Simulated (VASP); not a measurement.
# TiAl3 (Fm-3m) in VASP: a series of runs, part 2 of 2

VASP 6.6.1. Earlier steps stand in the parts before.

**3. Single point, PBE**

This run uses another cell than the first one, of 16.28 Å³/atom.

File INCAR:

```
SYSTEM = TiAl3
  PREC = Accurate
  ENCUT = 520
  EDIFF = 1E-6
  ISMEAR = 0
  SIGMA = 0.1
  LREAL = .FALSE.
  LASPH = .TRUE.
  NELM = 80
  ALGO = Fast
  ISIF = 2
  LWAVE = .FALSE.
  LCHARG = .FALSE.
  GGA = PE
  NBANDS = 18
```

File KPOINTS:

```
Automatic mesh
0
G
  6 6 6
  0 0 0
```

File POSCAR:

```
TiAl3
1.0
    0.0000000000      3.1932793089      3.1932793089
    3.1932793089      0.0000000000      3.1932793089
    3.1932793089      3.1932793089      0.0000000000
Ti Al
1 3
Direct
    0.5000000000      0.5000000000      0.5000000000
    0.0000000000      0.0000000000      0.0000000000
    0.2500000000      0.2500000000      0.2500000000
    0.7500000000      0.7500000000      0.7500000000
```

Potentials or basis: VASP PAW PBE potentials, release 64 (Ti_sv, Al).

Command:

```
cat potpaw_PBE.64/Ti_sv/POTCAR potpaw_PBE.64/Al/POTCAR > POTCAR
mpirun -np 1 vasp_std > vasp.out
```

OUTCAR:

```text
SYSTEM = TiAl3
   PREC = Accurate
   ENCUT = 520
   EDIFF = 1E-6
   ISMEAR = 0
   LREAL = .FALSE.
   LASPH = .TRUE.
   NELM = 80
   ISIF = 2
   GGA = PE

 ion  position               nearest neighbor table
   1  0.500  0.500  0.500-   3 2.77   4 2.77   3 2.77   3 2.77   3 2.77   4 2.77   4 2.77   4 2.77

   2  0.000  0.000  0.000-   3 2.77   4 2.77   4 2.77   4 2.77   4 2.77   3 2.77   3 2.77   3 2.77

   3  0.250  0.250  0.250-   1 2.77   2 2.77   2 2.77   2 2.77   2 2.77   1 2.77   1 2.77   1 2.77
                             4 3.19   4 3.19   4 3.19   4 3.19   4 3.19   4 3.19
   4  0.750  0.750  0.750-   1 2.77   2 2.77   1 2.77   1 2.77   1 2.77   2 2.77   2 2.77   2 2.77
                             3 3.19   3 3.19   3 3.19   3 3.19   3 3.19   3 3.19

  LATTYP: Found a face centered cubic cell.
 ALAT       =     6.3865586178

  Lattice vectors:

 A1 = (   0.0000000000,   3.1932793089,   3.1932793089)
 A2 = (   3.1932793089,   0.0000000000,   3.1932793089)
 A3 = (   3.1932793089,   3.1932793089,   0.0000000000)

Analysis of symmetry for initial positions (statically):
=====================================================================
 Subroutine PRICEL returns:
 Original cell was already a primitive cell.

 Routine SETGRP: Setting up the symmetry group for a
 face centered cubic supercell.

 Subroutine GETGRP returns: Found 48 space group operations
 (whereof 48 operations were pure point group operations)
 out of a pool of 48 trial point group operations.

The static configuration has the point symmetry O_h .

Analysis of symmetry for dynamics (positions and initial velocities):
=====================================================================
 Subroutine PRICEL returns:
 Original cell was already a primitive cell.

 Routine SETGRP: Setting up the symmetry group for a
 face centered cubic supercell.

[... 118 lines left out ...]
     AMIX     =   0.40;   BMIX     =  1.00
     AMIX_MAG =   1.60;   BMIX_MAG =  1.00
  volume/ion in A,a.u.               =      16.28       109.87
  Fermi-wavevector in a.u.,A,eV,Ry     =   1.122624  2.121452 17.147216  1.260285
  Thomas-Fermi vector in A             =   2.259285
   LORBIT       =      0    0 simple, 1 ext, 2 COOP (PROOUT), +10 PAW based schemes
   GGA     = PE    functional components
   LHFCALC =     F    Hartree Fock is set to
   AEXX    =    0.0000 exact exchange contribution
   IVDW    =     0    specifies the selected vdW correction
   LEPSILON=     F    determine dielectric tensor
   LRPA    =     F    only Hartree local field effects (RPA)
 non-spin polarized calculation
 RMM-DIIS sequential band-by-band and
 Gauss-broadening in eV      SIGMA  =   0.10
  energy-cutoff  :      520.00
  volume of cell :       65.12
 maximum number of plane-waves:      1807
 NGX is ok and might be reduce to    36
   NGX = 17   NGY = 17   NGZ = 17

 number of electron      21.0000004 magnetization

 Free energy of the ion-electron system (eV)
  ---------------------------------------------------
  ext. energy  EPLUGINS =         0.00000000
  ---------------------------------------------------
  free energy    TOTEN  =       -18.93953250 eV

  energy without entropy =      -18.92284274  energy(sigma->0) =      -18.93118762

 E-fermi :   8.5626     XC(G=0): -10.6353

 val. band max:        8.5079235156   @ k =  -0.1667   0.1667   0.0000
 cond. band min:       8.6039622509   @ k =  -0.3333   0.1667   0.0000
 fundamental gap:      0.0960387353
 Fermi energy:         8.5626469081

 k-point     1 :       0.0000    0.0000    0.0000
  band No.  band energies     occupation
      1     -48.4585      2.00000
      2     -24.7474      2.00000
      3     -24.7474      2.00000
      4     -24.7474      2.00000
      5      -1.9631      2.00000
      6       6.0660      2.00000
[... 313 lines left out ...]
      5       1.6992      2.00000
      6       1.8382      2.00000
[... 10 lines left out ...]
     17      13.2157      0.00000
     18      14.3823      0.00000

------------------------ aborting loop because EDIFF is reached ----------------------------------------

  FORCE on cell =-STRESS in cart. coord.  units (eV):
  Direction    XX          YY          ZZ          XY          YZ          ZX
  --------------------------------------------------------------------------------------
  -------------------------------------------------------------------------------------
  Total       -0.0402038     -0.0402038     -0.0402038     -0.0000000     -0.0000000     -0.0000000
  in kB       -0.9890933     -0.9890933     -0.9890933     -0.0000000     -0.0000000     -0.0000000
  external PRESSURE =      -0.9890933 kB  Pullay stress =       0.0000000 kB

 VOLUME and BASIS-vectors are now :
 -----------------------------------------------------------------------------
  energy-cutoff  :      520.00
  volume of cell :       65.12
      direct lattice vectors                 reciprocal lattice vectors
     0.000000000  3.193279309  3.193279309    -0.156578849  0.156578849  0.156578849
     3.193279309  0.000000000  3.193279309     0.156578849 -0.156578849  0.156578849
     3.193279309  3.193279309  0.000000000     0.156578849  0.156578849 -0.156578849

 POSITION                                       TOTAL-FORCE (eV/Angst)
 -----------------------------------------------------------------------------------
      3.19328      3.19328      3.19328         0.000000     -0.000000      0.000000
      0.00000      0.00000      0.00000         0.000000     -0.000000      0.000000
      1.59664      1.59664      1.59664        -0.000000      0.000000     -0.000000
      4.78992      4.78992      4.78992         0.000000     -0.000000      0.000000
 -----------------------------------------------------------------------------------
    total drift:                                0.000000      0.000000      0.000000

  FREE ENERGIE OF THE ION-ELECTRON SYSTEM (eV)
  ---------------------------------------------------
  free  energy   TOTEN  =       -18.9395325031 eV

  energy  without entropy=      -18.9228427438  energy(sigma->0) =      -18.93118762
```

OSZICAR:

```text
N       E                     dE             d eps       ncg     rms          rms(c)
DAV:   1     0.133849100411E+03    0.13385E+03   -0.94409E+03   584   0.107E+03
DAV:   2    -0.772345727282E+01   -0.14157E+03   -0.13819E+03   582   0.290E+02
DAV:   3    -0.202681399095E+02   -0.12545E+02   -0.12352E+02   970   0.733E+01
[... 29 lines left out ...]
RMM:  33    -0.189395270834E+02   -0.10319E-05   -0.14024E-05   519   0.110E-02    0.481E-04
RMM:  34    -0.189395290382E+02   -0.19548E-05   -0.23114E-05   505   0.107E-02    0.161E-04
RMM:  35    -0.189395298304E+02   -0.79224E-06   -0.11386E-05   481   0.101E-02    0.227E-04
RMM:  36    -0.189395318469E+02   -0.20165E-05   -0.23464E-05   461   0.921E-03    0.150E-04
RMM:  37    -0.189395325031E+02   -0.65625E-06   -0.94364E-06   454   0.955E-03
   1 F= -.18939533E+02 E0= -.18931188E+02  d E =-.166898E-01
```

It took 2.3 min on 1 thread of Intel Xeon 8259CL, shared host; peak memory 0.21 GiB.

What came out:

| Item | Value |
| --- | --- |
| Free energy | -18.9395 eV |
| Pressure | -0.1 GPa |
| Band gap on the k mesh | zero (an odd number of electrons rules out a gap without spin polarisation) |

Levels at points of the mesh, in eV from the Fermi level:
| k point | band 6 | band 7 | band 8 | band 9 | band 10 | band 11 | band 12 | band 13 | band 14 | band 15 |
| --- | --- | --- | --- | --- | --- | --- | --- | --- | --- | --- |
| (0.00, 0.00, 0.00) | -2.50 | -2.50 | -2.50 | -0.41 | -0.41 | -0.14 | -0.14 | -0.14 | 0.36 | 2.73 |
| (0.50, 0.00, 0.00) | -7.55 | -2.91 | -2.91 | -0.89 | -0.46 | -0.38 | -0.38 | 0.12 | 0.12 | 3.09 |
| (0.50, 0.50, 0.00) | -7.04 | -4.67 | -3.56 | -3.56 | -1.69 | 0.20 | 0.20 | 0.47 | 2.14 | 3.18 |

**4. Relaxation of cell and atoms, PBE**

File INCAR:

```
PREC = Accurate ; ENCUT = 600
EDIFF = 1E-7 ; ISMEAR = 0
SIGMA = 0.1 ; LREAL = False
LASPH = True ; NELM = 100
ALGO = Fast ; ISIF = 3
LWAVE = False ; LCHARG = False
GGA = PE ; IBRION = 2
NSW = 90 ; EDIFFG = -0.04
```

File KPOINTS:

```
regular mesh
0
Gamma
  6 6 6
```

File POSCAR:

```
TiAl3
1.0
    0.0000000000      3.1340311000      3.1340311000
    3.1340311000      0.0000000000      3.1340311000
    3.1340311000      3.1340311000      0.0000000000
Ti Al
1 3
Direct
    0.5000000000      0.5000000000      0.5000000000
    0.0000000000      0.0000000000      0.0000000000
    0.2500000000      0.2500000000      0.2500000000
    0.7500000000      0.7500000000      0.7500000000
```

Command:

```
cat potpaw_PBE.64/Ti_sv/POTCAR potpaw_PBE.64/Al/POTCAR > POTCAR
mpirun -np 1 vasp_std > vasp.out
```

Run time: 11 min. Hardware: 1 thread of Intel Xeon 8259CL, shared host; peak memory 0.22 GiB.

Results (log left out):

```
Free energy                           : -18.9391 eV
Relaxed volume                        : 16.26 Å³/atom
Relaxed cell                          : a = 4.514 Å, b = 4.514 Å, c = 4.514 Å, α = 60.00°, β = 60.00°, γ = 60.00°
Space group after relaxing (to 0.1 Å) : Fm-3m (No. 225)
Energy gained by relaxing             : 14.8 meV/atom
Ionic steps                           : 3
Pressure after relaxing               : 0.0 GPa
Band gap on the k mesh                : zero (an odd number of electrons rules out a gap without spin polarisation)
```

The path:
```
step  energy change (eV)  largest force (eV/Å)  pressure (GPa)  volume (Å³)
   1              0.0000                0.0000            5.70        61.57
   2             -0.0494                0.0000           -2.00        66.57
   3             -0.0591                0.0000            0.01        65.05
```

Final structure:
```xyz
4
Lattice="0.0000 3.1921 3.1921 3.1921 0.0000 3.1921 3.1921 3.1921 0.0000" Properties=species:S:1:pos:R:3 pbc="T T T"
Ti    3.1921    3.1921    3.1921
Al    0.0000    0.0000    0.0000
Al    1.5961    1.5961    1.5961
Al    4.7882    4.7882    4.7882
```

Levels at points of the mesh, in eV from the Fermi level:
```csv
k point,band 7,band 8,band 9,band 10,band 11,band 12,band 13,band 14
"(0.00, 0.00, 0.00)",-2.50,-2.50,-0.41,-0.41,-0.14,-0.14,-0.14,0.36
"(0.50, 0.00, 0.00)",-2.91,-2.91,-0.88,-0.46,-0.38,-0.38,0.12,0.12
"(0.50, 0.50, 0.00)",-4.67,-3.57,-3.57,-1.69,0.20,0.20,0.47,2.15
```

**5. Single point, PBE, collinear spin**

This run uses another cell than the first one, of 16.28 Å³/atom.

File INCAR:

```
PREC     = Accurate       # precision mode
ENCUT    = 520            # plane-wave cutoff, eV
EDIFF    = 1E-6           # SCF threshold, eV
ISMEAR   = 0              # smearing method
SIGMA    = 0.1            # smearing width, eV
LREAL    = False          # projectors in reciprocal space
LASPH    = True           # aspherical terms in the spheres
NELM     = 150            # most SCF steps
ALGO     = Fast           # electronic algorithm
ISIF     = 2              # what is computed and relaxed
LWAVE    = False          # write WAVECAR
LCHARG   = False          # write CHGCAR
ISPIN    = 2              # spin polarisation
MAGMOM   = 1 0 0 0        # initial moments
LORBIT   = 11             # projections on sites
LMAXMIX  = 4              # l up to which the mixer works
GGA      = PE             # functional
NBANDS   = 22             # bands
```

File KPOINTS:

```
Automatic mesh
0
Gamma
  6 6 6
```

File POSCAR:

```
TiAl3
1.0
    0.0000000000      3.1932793089      3.1932793089
    3.1932793089      0.0000000000      3.1932793089
    3.1932793089      3.1932793089      0.0000000000
Ti Al
1 3
Direct
    0.5000000000      0.5000000000      0.5000000000
    0.0000000000      0.0000000000      0.0000000000
    0.2500000000      0.2500000000      0.2500000000
    0.7500000000      0.7500000000      0.7500000000
```

Command:

```
cat potpaw_PBE.64/Ti_sv/POTCAR potpaw_PBE.64/Al/POTCAR > POTCAR
mpirun -np 1 vasp_std > vasp.out
```

Run time: 3.1 min. Hardware: 1 thread of Intel Xeon 8259CL, shared host; peak memory 0.25 GiB.

It converged, with:

```yaml
Free_energy: -18.9395 eV
Pressure: -0.1 GPa
Net_moment: 0.00 μB per cell
Valence_electrons_inside_the_program's_atomic_spheres: Ti 10.29; Al 0.75, 0.79 (each value once)
```

Levels at points of the mesh, in eV from the Fermi level:
Spin up:
| k point | band 8 | band 9 | band 10 | band 11 | band 12 | band 13 |
| --- | --- | --- | --- | --- | --- | --- |
| (0.00, 0.00, 0.00) | -2.50 | -0.41 | -0.41 | -0.14 | -0.14 | -0.14 |
| (0.50, 0.00, 0.00) | -2.91 | -0.89 | -0.46 | -0.38 | -0.38 | 0.11 |
| (0.50, 0.50, 0.00) | -3.56 | -3.56 | -1.69 | 0.20 | 0.20 | 0.47 |
Spin down:
```csv
k point,band 6,band 7,band 8,band 9,band 10,band 11,band 12,band 13,band 14,band 15
"(0.00, 0.00, 0.00)",-2.50,-2.50,-2.50,-0.41,-0.41,-0.14,-0.14,-0.14,0.36,2.73
"(0.50, 0.00, 0.00)",-7.55,-2.91,-2.91,-0.89,-0.46,-0.38,-0.38,0.12,0.12,3.09
"(0.50, 0.50, 0.00)",-7.04,-4.67,-3.56,-3.56,-1.69,0.20,0.20,0.47,2.14,3.18
```

**6. Single point, PBE**

This run uses another cell than the first one, of 16.34 Å³/atom.

File INCAR:

```
SYSTEM = TiAl3
PREC = Accurate
ENCUT = 520
EDIFF = 1E-6
ISMEAR = 0
SIGMA = 0.1
LREAL = .False.
LASPH = .True.
NELM = 60
ALGO = Normal
ISIF = 2
LWAVE = .False.
LCHARG = .False.
GGA = PE
NBANDS = 18
```

File KPOINTS:

```
Automatic mesh
0
Gamma
  12 12 12
  0 0 0
```

File POSCAR:

```
TiAl3
1.0
    0.0000000000      3.1974181524      3.1974181524
    3.1974181524      0.0000000000      3.1974181524
    3.1974181524      3.1974181524      0.0000000000
Ti Al
1 3
Direct
    0.5000000000      0.5000000000      0.5000000000
    0.0000000000      0.0000000000      0.0000000000
    0.2500000000      0.2500000000      0.2500000000
    0.7500000000      0.7500000000      0.7500000000
```

Potentials or basis: VASP PAW PBE potentials, release 64 (Ti_sv, Al).

Command:

```
cat potpaw_PBE.64/Ti_sv/POTCAR potpaw_PBE.64/Al/POTCAR > POTCAR
mpirun -np 1 vasp_std > vasp.out
```

It took 2.4 min on 1 thread of Intel Xeon 8259CL, shared host; peak memory 0.25 GiB.

It converged, with:

* Free energy: -18.9434 eV
* Pressure: -0.1 GPa
* Band gap on the k mesh: zero (an odd number of electrons rules out a gap without spin polarisation)

Levels at points of the mesh, in eV from the Fermi level:
```
           k point  band 7  band 8  band 9  band 10  band 11  band 12  band 13  band 14  band 15  band 16
(0.00, 0.00, 0.00)   -2.48   -2.48   -0.41    -0.41    -0.11    -0.11    -0.11     0.35     2.72     3.79
(0.50, 0.00, 0.00)   -2.88   -2.88   -0.87    -0.47    -0.37    -0.37     0.11     0.11     3.07     3.07
(0.50, 0.50, 0.00)   -4.65   -3.54   -3.54    -1.68     0.19     0.19     0.46     2.12     3.15     6.07
```

**7. Relaxation of cell and atoms, PBE**

This run uses another cell than the first one, of 16.28 Å³/atom.

File INCAR:

```
ALGO = Normal
EDIFF = 1E-6
EDIFFG = -0.01
ENCUT = 600
GGA = PE
IBRION = 2
ISIF = 3
ISMEAR = 0
LASPH = T
LCHARG = F
LREAL = F
LWAVE = F
NELM = 60
NSW = 100
PREC = Accurate
SIGMA = 0.1
```

File KPOINTS:

```
k-points
0
Gamma
  12 12 12
```

File POSCAR:

```
TiAl3
1.0
    0.0000000000      3.1932793089      3.1932793089
    3.1932793089      0.0000000000      3.1932793089
    3.1932793089      3.1932793089      0.0000000000
Ti Al
1 3
Direct
    0.5000000000      0.5000000000      0.5000000000
    0.0000000000      0.0000000000      0.0000000000
    0.2500000000      0.2500000000      0.2500000000
    0.7500000000      0.7500000000      0.7500000000
```

Command:

```
cat potpaw_PBE.64/Ti_sv/POTCAR potpaw_PBE.64/Al/POTCAR > POTCAR
mpirun -np 1 vasp_std > vasp.out
```

Run time: 2.8 min. Hardware: 1 thread of Intel Xeon 8259CL, shared host; peak memory 0.26 GiB.

It converged, with:

| Quantity | Value |
| --- | --- |
| Free energy | -18.9435 eV |
| Relaxed volume | 16.35 Å³/atom |
| Relaxed cell | a = 4.522 Å, b = 4.522 Å, c = 4.522 Å, α = 60.00°, β = 60.00°, γ = 60.00° |
| Space group after relaxing (to 0.1 Å) | Fm-3m (No. 225) |
| Energy gained by relaxing | 0.0 meV/atom |
| Ionic steps | 2 |
| Pressure after relaxing | -0.1 GPa |
| Band gap on the k mesh | zero (an odd number of electrons rules out a gap without spin polarisation) |

Step by step:
```
step  energy change (eV)  largest force (eV/Å)  pressure (GPa)  volume (Å³)
   1              0.0000                0.0000            0.29        65.12
   2             -0.0002                0.0000           -0.08        65.41
```

Final structure:
```cif
data_structure
_symmetry_space_group_name_H-M 'P 1'
_symmetry_Int_Tables_number 1
_cell_length_a 4.5225
_cell_length_b 4.5225
_cell_length_c 4.5225
_cell_angle_alpha 60.000
_cell_angle_beta 60.000
_cell_angle_gamma 60.000
_cell_volume 65.41
loop_
_atom_site_label
_atom_site_type_symbol
_atom_site_fract_x
_atom_site_fract_y
_atom_site_fract_z
_atom_site_occupancy
Ti1 Ti 0.50000 0.50000 0.50000 1
Al1 Al 0.00000 0.00000 0.00000 1
Al2 Al 0.25000 0.25000 0.25000 1
Al3 Al 0.75000 0.75000 0.75000 1
```

Levels at points of the mesh, in eV from the Fermi level:
```csv
k point,band 8,band 9,band 10,band 11,band 12,band 13,band 14
"(0.00, 0.00, 0.00)",-2.48,-0.41,-0.41,-0.11,-0.11,-0.11,0.35
"(0.50, 0.00, 0.00)",-2.88,-0.88,-0.47,-0.37,-0.37,0.11,0.11
"(0.50, 0.50, 0.00)",-3.54,-3.54,-1.68,0.19,0.19,0.46,2.12
```

**8. The runs side by side**

| task | spin | cell | k mesh | cutoff (eV) | gap on the mesh (eV) | pressure (GPa) | relaxed volume (Å³/atom) |
| --- | --- | --- | --- | --- | --- | --- | --- |
| single point | off | a = 4.432 Å, angles 60.0°, 4 atoms | 6 × 6 × 6 | 520 | none | 5.6 | - |
| single point | off | a = 4.516 Å, angles 60.0°, 4 atoms | 6 × 6 × 6 | 520 | none | -0.1 | - |
| relaxation of cell and atoms | off | relaxed from a = 4.432 Å, angles 60.0°, 4 atoms | 6 × 6 × 6 | 600 | none | 0.0 | 16.26 |
| single point | collinear | a = 4.516 Å, angles 60.0°, 4 atoms | 6 × 6 × 6 | 520 | none | -0.1 | - |
| single point | off | a = 4.522 Å, angles 60.0°, 4 atoms | 12 × 12 × 12 | 520 | none | -0.1 | - |
| relaxation of cell and atoms | off | relaxed from a = 4.516 Å, angles 60.0°, 4 atoms | 12 × 12 × 12 | 600 | none | -0.1 | 16.35 |

Alike in all rows: level PBE; potentials or basis VASP PAW PBE potentials, release 64 (Ti_sv, Al); smearing gaussian 0.1 eV.

Caveats: the cell stands under pressure (at least some runs).

Total energies depend on the potentials used, so only differences within one code and one set of settings carry meaning.
